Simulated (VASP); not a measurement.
# Bi (C2/c) in VASP: single point with BLYP

Aim: the single point of Bi with BLYP.

All numbers are computed with VASP 6.6.1; they aren't measurements. Logs are shortened: lines on timing, memory, paths and dates and some standing lists are left out, and cuts for length are marked.

**1. The cell of the first run**

The structure is monoclinic, space group C2/c (No. 15). Conventional cell: a = 3.595 Å, b = 9.584 Å, c = 5.073 Å, α = 90.00°, β = 109.78°, γ = 90.00°. Bi (site symmetry 2) has 10 Bi at 3.48 to 4.34 Å within 4.6 Å.

**2. Single point, BLYP (41.11 Å³/atom)**

The input, INCAR:

```
SYSTEM = Bi
PREC = Accurate
ENCUT = 520
EDIFF = 1E-7
ISMEAR = -1
SIGMA = 0.1
LREAL = .False.
LASPH = .True.
NELM = 100
ALGO = Normal
ISIF = 2
LWAVE = .False.
LCHARG = .True.
GGA = B5
ALDAX = 1.0
AGGAX = 1.0
AGGAC = 1.0
ALDAC = 0.0
LELF = .True.
LVHAR = .True.
NBANDS = 22
```

The input, KPOINTS:

```
Automatic mesh
0
Gamma
  12 12 8
  0 0 0
```

The input, POSCAR:

```
Bi
1.0
   -3.3774646940      3.3991723540      1.7973365629
    3.3991723540     -3.3774646940      1.7973365629
    3.3648258973      3.3648258973     -1.7575789438
Bi
2
Direct
    0.9994617026      0.0005382974      0.0000000000
    0.7505382974      0.2494617026      0.5000000000
```

Potentials or basis: VASP PAW PBE potentials, release 64 (Bi_d).

Command:

```
> cat potpaw_PBE.64/Bi_d/POTCAR > POTCAR
> mpirun -np 1 vasp_std > vasp.out
```

OUTCAR:

```text
SYSTEM = Bi
   PREC = Accurate
   ENCUT = 520
   EDIFF = 1E-7
   ISMEAR = -1
   LREAL = .False.
   LASPH = .True.
   NELM = 100
   ISIF = 2
   GGA = B5

 ion  position               nearest neighbor table
   1  0.999  0.001  0.000-   2 3.48   2 3.48   2 3.52   2 3.52
   2  0.751  0.249  0.500-   1 3.48   1 3.48   1 3.52   1 3.52

  LATTYP: Found a base centered monoclinic cell.
 ALAT       =     3.5948042125
 B/A-ratio  =     2.6659621648
 C/A-ratio  =     1.4111447832
 COS(beta)  =    -0.3384483299

  Lattice vectors:

 A1 = (  -3.3774646940,   3.3991723540,   1.7973365629)
 A2 = (   3.3991723540,  -3.3774646940,   1.7973365629)
 A3 = (   3.3648258973,   3.3648258973,  -1.7575789438)

Analysis of symmetry for initial positions (statically):
=====================================================================
 Subroutine PRICEL returns:
 Original cell was already a primitive cell.

 Routine SETGRP: Setting up the symmetry group for a
 base centered monoclinic supercell.

 Subroutine GETGRP returns: Found  4 space group operations
 (whereof  2 operations were pure point group operations)
 out of a pool of  4 trial point group operations.

The static configuration has the point symmetry C_2 .
 The point group associated with its full space group is C_2h.

Analysis of symmetry for dynamics (positions and initial velocities):
=====================================================================
 Subroutine PRICEL returns:
 Original cell was already a primitive cell.

 Routine SETGRP: Setting up the symmetry group for a
 base centered monoclinic supercell.

 Subroutine GETGRP returns: Found  4 space group operations
 (whereof  2 operations were pure point group operations)
 out of a pool of  4 trial point group operations.

The dynamic configuration has the point symmetry C_2 .
 The point group associated with its full space group is C_2h.

 Subroutine INISYM returns: Found  4 space group operations
 (whereof  2 operations are pure point group operations),
 and found     1 'primitive' translations

----------------------------------------------------------------------------------------

                                     Primitive cell

  volume of cell :      82.2250

  direct lattice vectors                    reciprocal lattice vectors
    -3.377464694  3.399172354  1.797336563    -0.001356811  0.146209009  0.277314672
     3.399172354 -3.377464694  1.797336563     0.146209009 -0.001356811  0.277314672
     3.364825897  3.364825897 -1.757578944     0.148128852  0.148128852 -0.001789053

  length of vectors
     5.117817813  5.117817813  5.072789211     0.313500147  0.313500147  0.209493471

  position of ions in fractional coordinates (direct lattice)
     0.999461703  0.000538297  1.000000000
     0.750538297  0.249461703  0.500000000

  ion indices of the primitive-cell ions
   primitive index   ion index
                 1           1
                 2           2

----------------------------------------------------------------------------------------

 KPOINTS: Automatic mesh

Automatic generation of k-mesh.
 Grid dimensions read from file:
 generate k-points for:   12   12    8

 Generating k-lattice:

  Cartesian coordinates                     Fractional coordinates (reciprocal lattice)
    -0.000113068  0.012184084  0.023109556     0.083333333  0.000000000  0.000000000
     0.012184084 -0.000113068  0.023109556     0.000000000  0.083333333  0.000000000
     0.018516107  0.018516107 -0.000223632    -0.000000000 -0.000000000  0.125000000

  Length of vectors
     0.026125012  0.026125012  0.026186684

  Shift w.r.t. Gamma in fractional coordinates (k-lattice)
     0.000000000  0.000000000  0.000000000

 Subroutine IBZKPT returns following result:
 ===========================================

 Found    320 irreducible k-points:

 Following reciprocal coordinates:
            Coordinates               Weight
  0.000000  0.000000  0.000000      1.000000
  0.083333  0.000000 -0.000000      4.000000
  0.166667  0.000000  0.000000      4.000000
  0.250000  0.000000  0.000000      4.000000
  0.333333  0.000000 -0.000000      4.000000
  0.416667  0.000000 -0.000000      4.000000
[... 16 lines left out ...]
  0.500000  0.166667 -0.000000      4.000000
 -0.416667  0.166667  0.000000      4.000000
 [... further k-points ...]
   k-points           NKPTS =    320   k-points in BZ     NKDIM =    320   number of bands    NBANDS=     22
   number of dos      NEDOS =    301   number of ions     NIONS =      2
   total plane-waves  NPLWV =  64000
   dimension x,y,z NGX =    40 NGY =   40 NGZ =   40
   dimension x,y,z NGXF=    80 NGYF=   80 NGZF=   80
   ions per type =               2
   NGX,Y,Z   is equivalent  to a cutoff of  12.99, 12.99, 13.11 a.u.
   NGXF,Y,Z  is equivalent  to a cutoff of  25.99, 25.99, 26.22 a.u.
 SYSTEM =  Bi
   PREC   = accura    normal or accurate (medium, high low for compatibility)
   ISTART =      0    job   : 0-new  1-cont  2-samecut
   ICHARG =      2    charge: 1-file 2-atom 10-const
   ISPIN  =      1    spin polarized calculation?
   LNONCOLLINEAR =      F non collinear calculations
   LSORBIT =      F    spin-orbit coupling
   LASPH  =      T    aspherical Exc in radial PAW
   ENCUT  =  520.0 eV  38.22 Ry    6.18 a.u.   9.52  9.52  9.43*2*pi/ulx,y,z
   NELM   =    100;   NELMIN=  2; NELMDL= -5     # of ELM steps
   EDIFF  = 0.1E-06   stopping-criterion for ELM
   LREAL  =      F    real-space projection
   EDIFFG = 0.1E-05   stopping-criterion for IOM
   NSW    =      0    number of steps for IOM
   IBRION =     -1    ionic relax: 0-MD 1-quasi-New 2-CG
   NFREE  =      0    steps in history (QN), initial steepest desc. (CG)
   ISIF   =      2    stress and relaxation
   ISYM   =      2    0-nonsym 1-usesym 2-fastsym
   POTIM  = 0.5000    time-step for ionic-motion
   TEBEG  =    0.0;   TEEND  =   0.0 temperature during run
   PSTRESS=    0.0 pullay stress
   NELECT =      30.0000    total number of electrons
   NUPDOWN=      -1.0000    fix difference up-down
   EMIN   =  10.00;   EMAX   =-10.00  energy-range for DOS
   EFERMI =   0.00;   METHOD = LEGACY
   ISMEAR =    -1;   SIGMA  =   0.10  broadening in eV -4-tet -1-fermi 0-gaus
   EFERMI_NEDOS =   21; number of points for ismear=-14 and -15
   IALGO  =     38    algorithm
   IMIX   =      4    mixing-type and parameters
     AMIX     =   0.40;   BMIX     =  1.00
     AMIX_MAG =   1.60;   BMIX_MAG =  1.00
  volume/ion in A,a.u.               =      41.11       277.44
  Fermi-wavevector in a.u.,A,eV,Ry     =   1.169806  2.210613 18.618846  1.368447
  Thomas-Fermi vector in A             =   2.306274
   LORBIT       =      0    0 simple, 1 ext, 2 COOP (PROOUT), +10 PAW based schemes
   GGA     = B5    functional components
   LHFCALC =     F    Hartree Fock is set to
   AEXX    =    0.0000 exact exchange contribution
   IVDW    =     0    specifies the selected vdW correction
   LEPSILON=     F    determine dielectric tensor
   LRPA    =     F    only Hartree local field effects (RPA)
 non-spin polarized calculation
  energy-cutoff  :      520.00
  volume of cell :       82.23
 maximum number of plane-waves:      2241
 NGX is ok and might be reduce to    40
   NGX = 19   NGY = 19   NGZ = 19

 number of electron      30.0000008 magnetization

 Free energy of the ion-electron system (eV)
  ---------------------------------------------------
  ext. energy  EPLUGINS =         0.00000000
  ---------------------------------------------------
  free energy    TOTEN  =        -6.21501702 eV

  energy without entropy =       -6.16758942  energy(sigma->0) =       -6.19130322

 E-fermi :   5.1786     XC(G=0):  -8.3312

 val. band max:        5.1761846659   @ k =  -0.0833  -0.1667   0.2500
 cond. band min:       5.1839797225   @ k =  -0.4167   0.4167   0.0000
 fundamental gap:      0.0077950566
 Fermi energy:         5.1785846978

 k-point     1 :       0.0000    0.0000    0.0000
  band No.  band energies     occupation
      1     -17.5109      2.00000
      2     -17.4973      2.00000
      3     -17.4691      2.00000
      4     -17.4535      2.00000
      5     -17.4058      2.00000
      6     -17.4053      2.00000
[... 14 lines left out ...]
     21      13.1716      0.00000
     22      13.5387      0.00000

 k-point     2 :       0.0833    0.0000   -0.0000
  band No.  band energies     occupation
      1     -17.5093      2.00000
      2     -17.4904      2.00000
      3     -17.4616      2.00000
      4     -17.4520      2.00000
      5     -17.4086      2.00000
      6     -17.4077      2.00000
[... 14 lines left out ...]
     21      13.1977      0.00000
     22      13.7294      0.00000

 k-point     3 :       0.1667    0.0000    0.0000
  band No.  band energies     occupation
      1     -17.5044      2.00000
      2     -17.4722      2.00000
      3     -17.4480      2.00000
      4     -17.4440      2.00000
      5     -17.4159      2.00000
      6     -17.4105      2.00000
[... 14 lines left out ...]
     21      12.6395      0.00000
     22      12.8464      0.00000

 k-point     4 :       0.2500    0.0000    0.0000
  band No.  band energies     occupation
      1     -17.4972      2.00000
      2     -17.4512      2.00000
      3     -17.4427      2.00000
      4     -17.4340      2.00000
      5     -17.4246      2.00000
      6     -17.4140      2.00000
[... 14 lines left out ...]
     21      12.0547      0.00000
     22      13.2762      0.00000

 k-point     5 :       0.3333    0.0000   -0.0000
  band No.  band energies     occupation
      1     -17.4901      2.00000
      2     -17.4428      2.00000
      3     -17.4405      2.00000
      4     -17.4382      2.00000
      5     -17.4291      2.00000
      6     -17.4211      2.00000
[... 417 lines left out ...]
 k-point    22 :       0.4167    0.1667   -0.0000
  band No.  band energies     occupation
      1     -17.4814      2.00000
      2     -17.4559      2.00000
      3     -17.4455      2.00000
      4     -17.4322      2.00000
      5     -17.4268      2.00000
      6     -17.4154      2.00000
[... 14 lines left out ...]
     21      12.3789      0.00000
     22      14.1112      0.00000

 k-point    23 :       0.5000    0.1667   -0.0000
  band No.  band energies     occupation
      1     -17.4799      2.00000
      2     -17.4531      2.00000
      3     -17.4452      2.00000
      4     -17.4321      2.00000
      5     -17.4253      2.00000
      6     -17.4157      2.00000
[... 14 lines left out ...]
     21      12.7937      0.00000
     22      13.3691      0.00000

 k-point    24 :      -0.4167    0.1667    0.0000
  band No.  band energies     occupation
      1     -17.4833      2.00000
      2     -17.4545      2.00000
      3     -17.4484      2.00000
      4     -17.4336      2.00000
      5     -17.4242      2.00000
      6     -17.4137      2.00000
[... 14 lines left out ...]
     21      12.5722      0.00000
     22      14.4612      0.00000

 [... further k-points ...]
[... 5 lines left out ...]
  --------------------------------------------------------------------------------------
  -------------------------------------------------------------------------------------
  Total       -1.6901514     -1.6901514     -1.7141369      0.0453121     -0.0215568     -0.0215568
  in kB      -32.9330702    -32.9330702    -33.4004339      0.8829186     -0.4200410     -0.4200410
  external PRESSURE =     -33.0888581 kB  Pullay stress =       0.0000000 kB

 VOLUME and BASIS-vectors are now :
 -----------------------------------------------------------------------------
  energy-cutoff  :      520.00
  volume of cell :       82.23
      direct lattice vectors                 reciprocal lattice vectors
    -3.377464694  3.399172354  1.797336563    -0.001356811  0.146209009  0.277314672
     3.399172354 -3.377464694  1.797336563     0.146209009 -0.001356811  0.277314672
     3.364825897  3.364825897 -1.757578944     0.148128852  0.148128852 -0.001789053

 POSITION                                       TOTAL-FORCE (eV/Angst)
 -----------------------------------------------------------------------------------
     -3.37382      3.39552      1.79734         0.016902     -0.016902     -0.000000
     -0.00454      3.39107      0.91855        -0.016902      0.016902      0.000000
 -----------------------------------------------------------------------------------
    total drift:                                0.000000     -0.000000      0.000000

  FREE ENERGIE OF THE ION-ELECTRON SYSTEM (eV)
  ---------------------------------------------------
  free  energy   TOTEN  =        -6.2150170248 eV

  energy  without entropy=       -6.1675894242  energy(sigma->0) =       -6.19130322
```

Run time: 8.7 min. Hardware: 1 thread of Intel Xeon Platinum 8259CL at 2.50GHz (Skylake/Cascade Lake), shared host; peak memory 0.57 GiB.

Results:

```yaml
Free_energy: -6.2150 eV
Pressure: -3.3 GPa
Largest_force: 0.024 eV/Å
Band_gap_on_the_k_mesh: zero (bands 15 and 16 overlap by 4.26 eV)
```

Forces on the atoms (eV/Å):
```
Bi   0.017 -0.017  0.000
Bi  -0.017  0.017  0.000
```

Caveat: the cell stands under tension; the PAW data sets were made with another functional, which shifts forces and pressure a little; spin-orbit coupling is left out, which moves the levels of the heavy elements.
